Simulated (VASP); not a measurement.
Wanted: the native input for a VASP 6.6.1 run.

```
Task                   : single point
Functional             : PBE
Potentials or basis    : VASP PAW PBE potentials, release 64 (C, Si)
Cutoff                 : 520 eV
k mesh                 : 9 × 9 × 1
Occupations            : gaussian, width 0.05 eV
Spin                   : no spin polarisation
Dipole correction      : yes
Further INCAR settings : ALGO = Normal; EDIFF = 1e-07; NBANDS = 26
```

The structure of SiC lies in POSCAR:

```
SiC
1.0
    3.0920147210      0.0000000000      0.0000000000
   -1.5460073605      2.6777632973      0.0000000000
    0.0000000000      0.0000000000     23.7337342075
C Si
4 4
Direct
    0.3333333333      0.6666666667      0.1685364791
    0.6666666667      0.3333333333      0.2754269682
    0.3333333333      0.6666666667      0.3835929564
    0.6666666667      0.3333333333      0.4915761113
    0.6666666667      0.3333333333      0.1950726634
    0.3333333333      0.6666666667      0.3019631523
    0.6666666667      0.3333333333      0.4085739433
    0.3333333333      0.6666666667      0.5154576225
```

One way to write it, as run:

INCAR

```
SYSTEM = SiC
ALGO = Normal
DIPOL = 0.5 0.5 0.343
EDIFF = 1E-7
ENCUT = 520
GGA = PE
IDIPOL = 3
ISIF = 2
ISMEAR = 0
LASPH = .True.
LCHARG = .False.
LDIPOL = .True.
LREAL = .False.
LWAVE = .False.
NBANDS = 26
NELM = 60
PREC = Accurate
SIGMA = 0.05
```

KPOINTS

```
k-points
0
Gamma
  9 9 1
  0 0 0
```

Potentials or basis: VASP PAW PBE potentials, release 64 (C, Si).

Run with:

```bash
$ cat potpaw_PBE.64/C/POTCAR potpaw_PBE.64/Si/POTCAR > POTCAR
$ mpirun -np 1 vasp_std > vasp.out
```

It gave:

```
Largest force          : 3.012 eV/Å
Band gap on the k mesh : zero (band 16 reaches 0.87 eV, above the bottom of band 17 at 0.55 eV)
```

It took 5.2 min on 1 thread of Intel(R) Xeon(R) Platinum 8259CL CPU @ 2.50GHz (Skylake/Cascade Lake), with other jobs on the host, peak memory 0.31 GiB.
